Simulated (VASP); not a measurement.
# Tb4WO (P6/mmm) in VASP: further runs

Tb4WO is run at these levels: PBE; tasks: single point.

Program: VASP 6.6.1. These are calculated values, not measurements. Logs are shortened: lines on timing, memory, paths and dates and some standing lists are left out, and cuts for length are marked.

## Step 1: The cell of the first run

The structure is hexagonal, space group P6/mmm (No. 191). The conventional cell has a = 4.967 Å, b = 4.967 Å, c = 6.280 Å, α = 90.00°, β = 90.00°, γ = 120.00°. Tb (site symmetry 3m) has 5 Tb at 2.87 to 3.25 Å and 3 W at 3.24 Å and 3 O at 3.30 Å within 3.8 Å. W (site symmetry 6/mmm) has 2 O at 3.14 Å and 12 Tb at 3.24 Å within 4.1 Å. O (site symmetry 6/mmm) has 2 W at 3.14 Å and 12 Tb at 3.30 Å within 4.1 Å.

The cell was built from a structure type or drawn by symmetry, and may not be a known phase.

## Step 2: Single point, PBE

File INCAR:

```
PREC = Accurate
ENCUT = 600
EDIFF = 1E-6
ISMEAR = 0
SIGMA = 0.2
LREAL = F
LASPH = T
NELM = 200
ALGO = Normal
ISIF = 2
LWAVE = F
LCHARG = F
GGA = PE
NBANDS = 37
GGA_COMPAT = F
LMAXMIX = 6
```

File KPOINTS:

```
regular mesh
0
Gamma
  4 4 3
```

File POSCAR:

```
Tb4WO
1.0
    4.9674746100      0.0000000000      0.0000000000
   -2.4837373050      4.3019592049      0.0000000000
    0.0000000000      0.0000000000      6.2798874508
Tb W O
4 1 1
Direct
    0.3333333333      0.6666666667      0.2585409064
    0.6666666667      0.3333333333      0.2585409064
    0.6666666667      0.3333333333      0.7414590936
    0.3333333333      0.6666666667      0.7414590936
    0.0000000000      0.0000000000      0.5000000000
    0.0000000000      0.0000000000      0.0000000000
```

Potentials or basis: VASP PAW PBE potentials, release 64 (Tb_3, W_sv, O), 4f in core.

Started as:

```console
> cat potpaw_PBE.64/Tb_3/POTCAR potpaw_PBE.64/W_sv/POTCAR potpaw_PBE.64/O/POTCAR > POTCAR
> mpirun -np 1 vasp_std > vasp.out
```

OUTCAR:

```text
PREC = Accurate
   ENCUT = 600
   EDIFF = 1E-6
   ISMEAR = 0
   LREAL = F
   LASPH = T
   NELM = 200
   ISIF = 2
   GGA = PE

 ion  position               nearest neighbor table
   1  0.333  0.667  0.259-   2 2.87   2 2.87   2 2.87   4 3.03   5 3.24   5 3.24   5 3.24   4 3.25

   2  0.667  0.333  0.259-   1 2.87   1 2.87   1 2.87   3 3.03   5 3.24   5 3.24   5 3.24   3 3.25

   3  0.667  0.333  0.741-   4 2.87   4 2.87   4 2.87   2 3.03   5 3.24   5 3.24   5 3.24   2 3.25

   4  0.333  0.667  0.741-   3 2.87   3 2.87   3 2.87   1 3.03   5 3.24   5 3.24   5 3.24   1 3.25

   5  0.000  0.000  0.500-   1 3.24   2 3.24   3 3.24   4 3.24   1 3.24   4 3.24   2 3.24   3 3.24
                             2 3.24   3 3.24   1 3.24   4 3.24
   6  0.000  0.000  0.000-

  LATTYP: Found a hexagonal cell.
 ALAT       =     4.9674746100
 C/A-ratio  =     1.2642012177

  Lattice vectors:

 A1 = (   4.9674746100,   0.0000000000,   0.0000000000)
 A2 = (  -2.4837373050,   4.3019592049,   0.0000000000)
 A3 = (   0.0000000000,   0.0000000000,   6.2798874508)

Analysis of symmetry for initial positions (statically):
=====================================================================
 Subroutine PRICEL returns:
 Original cell was already a primitive cell.

 Routine SETGRP: Setting up the symmetry group for a
 hexagonal supercell.

 Subroutine GETGRP returns: Found 24 space group operations
 (whereof 24 operations were pure point group operations)
 out of a pool of 24 trial point group operations.

The static configuration has the point symmetry D_6h.

Analysis of symmetry for dynamics (positions and initial velocities):
=====================================================================
 Subroutine PRICEL returns:
 Original cell was already a primitive cell.

 Routine SETGRP: Setting up the symmetry group for a
 hexagonal supercell.

 Subroutine GETGRP returns: Found 24 space group operations
 (whereof 24 operations were pure point group operations)
 out of a pool of 24 trial point group operations.

The dynamic configuration has the point symmetry D_6h.

 Subroutine INISYM returns: Found 24 space group operations
 (whereof 24 operations are pure point group operations),
 and found     1 'primitive' translations

----------------------------------------------------------------------------------------

                                     Primitive cell

  volume of cell :     134.2004

  direct lattice vectors                    reciprocal lattice vectors
     4.967474610  0.000000000  0.000000000     0.201309534  0.116226114  0.000000000
    -2.483737305  4.301959205  0.000000000     0.000000000  0.232452228  0.000000000
     0.000000000  0.000000000  6.279887451     0.000000000  0.000000000  0.159238523

  length of vectors
     4.967474610  4.967474610  6.279887451     0.232452228  0.232452228  0.159238523

  position of ions in fractional coordinates (direct lattice)
     0.333333333  0.666666667  0.258540906
     0.666666667  0.333333333  0.258540906
     0.666666667  0.333333333  0.741459094
     0.333333333  0.666666667  0.741459094
     0.000000000  0.000000000  0.500000000
     0.000000000  0.000000000  0.000000000

  ion indices of the primitive-cell ions
   primitive index   ion index
                 1           1
                 2           2
                 3           3
                 4           4
                 5           5
                 6           6

----------------------------------------------------------------------------------------

 KPOINTS: regular mesh

Automatic generation of k-mesh.
 Grid dimensions read from file:
 generate k-points for:    4    4    3

 Generating k-lattice:

  Cartesian coordinates                     Fractional coordinates (reciprocal lattice)
     0.050327384  0.029056528  0.000000000     0.250000000  0.000000000  0.000000000
     0.000000000  0.058113057  0.000000000     0.000000000  0.250000000  0.000000000
     0.000000000  0.000000000  0.053079508     0.000000000  0.000000000  0.333333333

  Length of vectors
     0.058113057  0.058113057  0.053079508

  Shift w.r.t. Gamma in fractional coordinates (k-lattice)
     0.000000000  0.000000000  0.000000000

 Subroutine IBZKPT returns following result:
 ===========================================

 Found      8 irreducible k-points:

 Following reciprocal coordinates:
            Coordinates               Weight
  0.000000  0.000000  0.000000      1.000000
  0.250000 -0.000000  0.000000      6.000000
  0.500000 -0.000000  0.000000      3.000000
  0.250000  0.250000  0.000000      6.000000
  0.000000  0.000000  0.333333      2.000000
  0.250000 -0.000000  0.333333     12.000000
  0.500000 -0.000000  0.333333      6.000000
  0.250000  0.250000  0.333333     12.000000
   k-points           NKPTS =      8   k-points in BZ     NKDIM =      8   number of bands    NBANDS=     37
   number of dos      NEDOS =    301   number of ions     NIONS =      6
   total plane-waves  NPLWV =  80000
   dimension x,y,z NGX =    40 NGY =   40 NGZ =   50
   dimension x,y,z NGXF=    80 NGYF=   80 NGZF=  100
   ions per type =               4   1   1
   NGX,Y,Z   is equivalent  to a cutoff of  13.39, 13.39, 13.24 a.u.
   NGXF,Y,Z  is equivalent  to a cutoff of  26.77, 26.77, 26.47 a.u.
 SYSTEM =  unknown system
   PREC   = accura    normal or accurate (medium, high low for compatibility)
   ISTART =      0    job   : 0-new  1-cont  2-samecut
   ICHARG =      2    charge: 1-file 2-atom 10-const
   ISPIN  =      1    spin polarized calculation?
   LNONCOLLINEAR =      F non collinear calculations
   LSORBIT =      F    spin-orbit coupling
   LASPH  =      T    aspherical Exc in radial PAW
   ENCUT  =  600.0 eV  44.10 Ry    6.64 a.u.   9.92  9.92 12.54*2*pi/ulx,y,z
   NELM   =    200;   NELMIN=  2; NELMDL= -5     # of ELM steps
   EDIFF  = 0.1E-05   stopping-criterion for ELM
   LREAL  =      F    real-space projection
   EDIFFG = 0.1E-04   stopping-criterion for IOM
   NSW    =      0    number of steps for IOM
   IBRION =     -1    ionic relax: 0-MD 1-quasi-New 2-CG
   NFREE  =      0    steps in history (QN), initial steepest desc. (CG)
   ISIF   =      2    stress and relaxation
   ISYM   =      2    0-nonsym 1-usesym 2-fastsym
   POTIM  = 0.5000    time-step for ionic-motion
   TEBEG  =    0.0;   TEEND  =   0.0 temperature during run
   PSTRESS=    0.0 pullay stress
   NELECT =      56.0000    total number of electrons
   NUPDOWN=      -1.0000    fix difference up-down
   EMIN   =  10.00;   EMAX   =-10.00  energy-range for DOS
   EFERMI =   0.00;   METHOD = LEGACY
   ISMEAR =     0;   SIGMA  =   0.20  broadening in eV -4-tet -1-fermi 0-gaus
   EFERMI_NEDOS =   21; number of points for ismear=-14 and -15
   IALGO  =     38    algorithm
   IMIX   =      4    mixing-type and parameters
     AMIX     =   0.40;   BMIX     =  1.00
     AMIX_MAG =   1.60;   BMIX_MAG =  1.00
  volume/ion in A,a.u.               =      22.37       150.94
  Fermi-wavevector in a.u.,A,eV,Ry     =   1.223356  2.311808 20.362482  1.496600
  Thomas-Fermi vector in A             =   2.358470
   LORBIT       =      0    0 simple, 1 ext, 2 COOP (PROOUT), +10 PAW based schemes
   GGA     = PE    functional components
   LHFCALC =     F    Hartree Fock is set to
   AEXX    =    0.0000 exact exchange contribution
   IVDW    =     0    specifies the selected vdW correction
   LEPSILON=     F    determine dielectric tensor
   LRPA    =     F    only Hartree local field effects (RPA)
 non-spin polarized calculation
 Gauss-broadening in eV      SIGMA  =   0.20
  energy-cutoff  :      600.00
  volume of cell :      134.20
 maximum number of plane-waves:      4508
 NGX is ok and might be reduce to    40
   NGX = 19   NGY = 19   NGZ = 25

 number of electron      55.9999997 magnetization

 Free energy of the ion-electron system (eV)
  ---------------------------------------------------
  ext. energy  EPLUGINS =         0.00000000
  ---------------------------------------------------
  free energy    TOTEN  =       -32.31235951 eV

  energy without entropy =      -32.15608587  energy(sigma->0) =      -32.23422269

 E-fermi :   4.4733     XC(G=0): -10.8795

 val. band max:        4.4097392211   @ k =   0.2500   0.2500   0.3333
 cond. band min:       4.4785857018   @ k =   0.2500   0.2500   0.0000
 fundamental gap:      0.0688464808
 Fermi energy:         4.4733239497

 k-point     1 :       0.0000    0.0000    0.0000
  band No.  band energies     occupation
      1     -68.9375      2.00000
      2     -33.2254      2.00000
      3     -33.0197      2.00000
      4     -33.0197      2.00000
      5     -18.7673      2.00000
      6     -18.7673      2.00000
[... 29 lines left out ...]
     36       7.2924      0.00000
     37       7.8139      0.00000

 k-point     2 :       0.2500   -0.0000    0.0000
  band No.  band energies     occupation
      1     -68.9375      2.00000
      2     -33.2258      2.00000
      3     -33.0200      2.00000
      4     -33.0200      2.00000
      5     -18.8337      2.00000
      6     -18.6614      2.00000
[... 29 lines left out ...]
     36       7.1299      0.00000
     37       7.4148      0.00000

 k-point     3 :       0.5000   -0.0000    0.0000
  band No.  band energies     occupation
      1     -68.9375      2.00000
      2     -33.2262      2.00000
      3     -33.0204      2.00000
      4     -33.0203      2.00000
      5     -18.8938      2.00000
      6     -18.7238      2.00000
[... 29 lines left out ...]
     36       6.9339      0.00000
     37       7.6580      0.00000

 k-point     4 :       0.2500    0.2500    0.0000
  band No.  band energies     occupation
      1     -68.9375      2.00000
      2     -33.2262      2.00000
      3     -33.0203      2.00000
      4     -33.0203      2.00000
      5     -18.9488      2.00000
      6     -18.7570      2.00000
[... 29 lines left out ...]
     36       6.6722      0.00000
     37       6.6942      0.00000

 k-point     5 :       0.0000    0.0000    0.3333
  band No.  band energies     occupation
      1     -68.9375      2.00000
      2     -33.2255      2.00000
      3     -33.0197      2.00000
      4     -33.0197      2.00000
      5     -18.7297      2.00000
      6     -18.7297      2.00000
[... 29 lines left out ...]
     36       7.3395      0.00000
     37       7.8334      0.00000

 k-point     6 :       0.2500   -0.0000    0.3333
  band No.  band energies     occupation
      1     -68.9375      2.00000
      2     -33.2258      2.00000
      3     -33.0200      2.00000
      4     -33.0200      2.00000
      5     -18.7956      2.00000
      6     -18.7011      2.00000
[... 29 lines left out ...]
     36       6.8183      0.00000
     37       7.0231      0.00000

 k-point     7 :       0.5000   -0.0000    0.3333
  band No.  band energies     occupation
      1     -68.9375      2.00000
      2     -33.2262      2.00000
      3     -33.0204      2.00000
      4     -33.0203      2.00000
      5     -18.8553      2.00000
      6     -18.7638      2.00000
[... 29 lines left out ...]
     36       6.6537      0.00000
     37       7.2229      0.00000

 k-point     8 :       0.2500    0.2500    0.3333
  band No.  band energies     occupation
      1     -68.9375      2.00000
      2     -33.2262      2.00000
      3     -33.0203      2.00000
      4     -33.0203      2.00000
      5     -18.9067      2.00000
      6     -18.8008      2.00000
[... 29 lines left out ...]
     36       6.8294      0.00000
     37       6.9345      0.00000

------------------------ aborting loop because EDIFF is reached ----------------------------------------

  FORCE on cell =-STRESS in cart. coord.  units (eV):
  Direction    XX          YY          ZZ          XY          YZ          ZX
  --------------------------------------------------------------------------------------
  -------------------------------------------------------------------------------------
  Total        0.0800960      0.0800960      0.7938727      0.0000000      0.0000000      0.0000000
  in kB        0.9562412      0.9562412      9.4778027      0.0000000      0.0000000      0.0000000
  external PRESSURE =       3.7967617 kB  Pullay stress =       0.0000000 kB

 VOLUME and BASIS-vectors are now :
 -----------------------------------------------------------------------------
  energy-cutoff  :      600.00
  volume of cell :      134.20
      direct lattice vectors                 reciprocal lattice vectors
     4.967474610  0.000000000  0.000000000     0.201309534  0.116226114  0.000000000
    -2.483737305  4.301959205  0.000000000     0.000000000  0.232452228  0.000000000
     0.000000000  0.000000000  6.279887451     0.000000000  0.000000000  0.159238523

 POSITION                                       TOTAL-FORCE (eV/Angst)
 -----------------------------------------------------------------------------------
     -0.00000      2.86797      1.62361        -0.000000      0.000000      0.028742
      2.48374      1.43399      1.62361         0.000000     -0.000000      0.028742
      2.48374      1.43399      4.65628         0.000000     -0.000000     -0.028742
     -0.00000      2.86797      4.65628        -0.000000      0.000000     -0.028742
      0.00000      0.00000      3.13994        -0.000000      0.000000      0.000000
      0.00000      0.00000      0.00000        -0.000000      0.000000      0.000000
 -----------------------------------------------------------------------------------
    total drift:                                0.000000     -0.000000      0.000000

  FREE ENERGIE OF THE ION-ELECTRON SYSTEM (eV)
  ---------------------------------------------------
  free  energy   TOTEN  =       -32.3123595112 eV

  energy  without entropy=      -32.1560858667  energy(sigma->0) =      -32.23422269
```

It took 63 s on 1 thread of Intel Xeon Platinum 8488C (Sapphire Rapids), shared host; peak memory 0.28 GiB.

Results:

```yaml
Free_energy: -32.3124 eV
Pressure: 0.4 GPa
Largest_force: 0.029 eV/Å
Band_gap_on_the_k_mesh: zero (bands 28 and 29 overlap by 0.74 eV)
```

Forces in eV/Å, atoms in the order of the input:
```
Tb   0.000  0.000  0.029
Tb   0.000  0.000  0.029
Tb   0.000  0.000 -0.029
Tb   0.000  0.000 -0.029
W    0.000  0.000  0.000
O    0.000  0.000  0.000
```

Levels at points of the mesh, in eV from the Fermi level:
```csv
k point,band 24,band 25,band 26,band 27,band 28,band 29,band 30,band 31,band 32,band 33
"(0.00, 0.00, 0.00)",-1.47,-0.81,-0.81,0.21,0.35,0.66,0.72,0.72,1.52,1.52
"(0.50, 0.00, 0.00)",-1.25,-1.08,-0.83,-0.74,-0.21,0.24,0.40,0.44,0.52,1.59
```

Caveat: the k points lie up to 0.37 Å⁻¹ apart, too coarse for converged energies and pressures of a metal; spin-orbit coupling is left out, which moves the levels of the heavy elements; the 4f electrons are frozen in the core, so they carry no moment and show no levels; the run has no spin polarisation, though such a crystal can be magnetic. With open d or f shells a metallic result of PBE can be an artefact of self-interaction; +U or a hybrid may open a gap.

## Step 3: Single point, PBE

This run uses another cell than the first one, of 22.42 Å³/atom.

File INCAR:

```
SYSTEM = Tb4WO
PREC = Accurate
ENCUT = 600
EDIFF = 1E-6
ISMEAR = 0
SIGMA = 0.2
LREAL = .False.
LASPH = .True.
NELM = 200
ALGO = Normal
ISIF = 2
LWAVE = .False.
LCHARG = .False.
GGA = PE
NBANDS = 37
GGA_COMPAT = .False.
LMAXMIX = 6
```

File KPOINTS:

```
regular mesh
0
Gamma
  4 4 3
  0 0 0
```

File POSCAR:

```
Tb4WO
1.0
    4.9654332230      0.0000000000      0.0000000000
   -2.4827166115      4.3001913119      0.0000000000
    0.0000000000      0.0000000000      6.3009697503
Tb W O
4 1 1
Direct
    0.3333333333      0.6666666667      0.2401745986
    0.3333333333      0.6666666667      0.7598254014
    0.6666666667      0.3333333333      0.7598254014
    0.6666666667      0.3333333333      0.2401745986
    0.0000000000      0.0000000000      0.0000000000
    0.0000000000      0.0000000000      0.5000000000
```

Potentials or basis: VASP PAW PBE potentials, release 64 (Tb_3, W_sv, O), 4f in core.

Started as:

```console
> cat potpaw_PBE.64/Tb_3/POTCAR potpaw_PBE.64/W_sv/POTCAR potpaw_PBE.64/O/POTCAR > POTCAR
> mpirun -np 1 vasp_std > vasp.out
```

Run time: 75 s. Hardware: 1 thread of Intel Xeon Platinum 8488C (Sapphire Rapids), shared host; peak memory 0.28 GiB.

Results (log left out):

```
Free energy            : -32.3146 eV
Pressure               : 0.4 GPa
Largest force          : 0.045 eV/Å
Band gap on the k mesh : zero (bands 28 and 29 overlap by 0.73 eV)
```

Forces in eV/Å, atoms in the order of the input:
```
Tb   0.000  0.000  0.045
Tb   0.000  0.000 -0.045
Tb   0.000  0.000 -0.045
Tb   0.000  0.000  0.045
W    0.000  0.000  0.000
O    0.000  0.000  0.000
```

Stress tensor (GPa, compression positive):
```
0.14 0.00 0.00
0.00 0.14 0.00
0.00 0.00 0.82
```

Levels at points of the mesh, in eV from the Fermi level:
| k point | band 26 | band 27 | band 28 | band 29 | band 30 | band 31 |
| --- | --- | --- | --- | --- | --- | --- |
| (0.00, 0.00, 0.00) | -0.81 | 0.20 | 0.34 | 0.69 | 0.71 | 0.71 |
| (0.50, 0.00, 0.00) | -0.83 | -0.74 | -0.21 | 0.25 | 0.40 | 0.43 |

Caveat: the k points lie up to 0.37 Å⁻¹ apart, too coarse for converged energies and pressures of a metal; spin-orbit coupling is left out, which moves the levels of the heavy elements; the 4f electrons are frozen in the core, so they carry no moment and show no levels; the run has no spin polarisation, though such a crystal can be magnetic. With open d or f shells a metallic result of PBE can be an artefact of self-interaction; +U or a hybrid may open a gap.
